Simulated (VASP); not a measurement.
MgO:

```
Mg O
1.0
     0.00000    2.10711    2.10711
     2.10711    0.00000    2.10711
     2.10711    2.10711    0.00000
Mg O
1 1
Direct
  0.93429 0.98790 0.99420
  0.56571 0.51210 0.50580
```

```yaml
Program: VASP 6.6.1
Task: relaxation of cell and atoms
Functional: PBEsol
Potentials_or_basis: VASP PAW PBE potentials, release 64 (Mg, O)
Cutoff: 600 eV
k_mesh: 10 × 10 × 10
Occupations: gaussian, width 0.05 eV
Spin: no spin polarisation
```

At the start: pressure 19.1 GPa; volume 9.36 Å³/atom.

**Question.** Where does the relaxation end?

**Answer.** Over 12 steps the energy falls by 306.4 meV/atom and the volume is 9.31 Å³/atom (-0.4 %); space group Cm (No. 8, to 0.1 Å) before, Fm-3m (No. 225, to 0.1 Å).

The path:
```tsv
step	energy change (eV)	largest force (eV/Å)	pressure (GPa)	volume (Å³)
1	0.0000	2.9966	19.09	18.71
2	-0.3299	0.4434	-15.07	21.82
3	-0.4047	0.7410	-8.05	20.61
4	-0.5073	0.6112	-3.13	19.50
5	-0.5431	0.3732	4.14	18.47
6	-0.5975	0.2312	3.26	18.32
7	-0.5983	0.2682	3.39	18.29
8	-0.6106	0.0399	-1.96	18.86
9	-0.6109	0.0607	-1.31	18.79
10	-0.6126	0.0149	0.03	18.62
11	-0.6127	0.0123	0.16	18.61
12	-0.6127	0.0049	-0.01	18.63
```

Final structure:
```xyz
2
Lattice="0.0003 2.1039 2.1037 2.1040 -0.0003 2.1037 2.1039 2.1041 -0.0004" Properties=species:S:1:pos:R:3 pbc="T T T"
Mg    2.1037    0.0000    2.1035
O     2.1044    2.1035    2.1037
```

Caveat: the PAW data sets were made with another functional, which shifts forces and pressure a little.
